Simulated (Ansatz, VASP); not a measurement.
**BiTe in VASP and in Ansatz**

```
Bi Te
1.0
     0.00000    3.49503    3.25119
     3.00735    0.00000    3.25119
     3.00735    3.49503    0.00000
Bi Te
1 1
Cartesian
  0.0000 0.0000 0.0000
  3.0074 3.4950 3.2512
```

Change from the starting cell: strain -0.0750 x Voigt [1, -1, 0, 0, 0, 0], atoms carried along.

Alike in both runs: task single point; functional PBE; k mesh 16 × 16 × 16; occupations gaussian, width 0.15 eV; no spin polarisation.

|  | VASP | Ansatz |
| --- | --- | --- |
| version | VASP 6.6.1 | Ansatz 0.2.0 |
| potentials or method | VASP PAW PBE potentials, release 64 (Bi_d, Te), cutoff 520 eV | scalar-relativistic, plane waves, PAW |
| valence electrons in the cell | 21 | 31 |

VASP gave:

| Property | Result |
| --- | --- |
| gap on the k mesh at the Fermi level (eV) | none |
| pressure (GPa) | 1.8 |
| traceless stress, the component that is largest in VASP (GPa) | 6.83 |

Task: What did Ansatz give for the same quantities?

Result: gap on the k mesh at the Fermi level (eV): none; pressure (GPa): 1.9; traceless stress, the component that is largest in VASP (GPa): 6.84.

A gap of «none» marks a metal or a gap that the smearing closes. With one functional, cell and mesh, what is left measures potentials, basis and numerics. VASP's potentials hold 21 valence electrons a cell and Ansatz's 31, so a difference there can come from the potentials and not from the codes.

Spin-orbit coupling is off throughout.
